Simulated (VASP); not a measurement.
The system is KI.

```xyz
2
Lattice="0.0000 3.9659 3.9659 3.9659 0.0000 3.9659 3.9659 3.9659 0.0000" Properties=species:S:1:pos:R:3 pbc="T T T"
K     0.0000    0.0000    0.0000
I     1.9829    1.9829    1.9829
```

Base run:

| Quantity | Value |
| --- | --- |
| Program | VASP 6.6.1 |
| Functional | PBE |
| Potentials or basis | VASP PAW PBE potentials, release 64 (K_sv, I) |
| Cutoff | 520 eV |
| k mesh | 4 × 4 × 4 |
| Occupations | gaussian, width 0.01 eV |
| Spin | no spin polarisation |

Its results: band gap on the k mesh 3.93 eV, direct; pressure 0.2 GPa.

Question: The run is repeated on the same cell with these changes: functional from PBE to LDA; potentials or basis from VASP PAW PBE potentials, release 64 (K_sv, I) to VASP PAW LDA potentials, release 64 (K_sv, I). What comes out?

Answer: Band gap on the k mesh 3.65 eV, direct; pressure -0.8 GPa.

Caveats: spin-orbit coupling is left out, which moves the levels of the heavy elements.

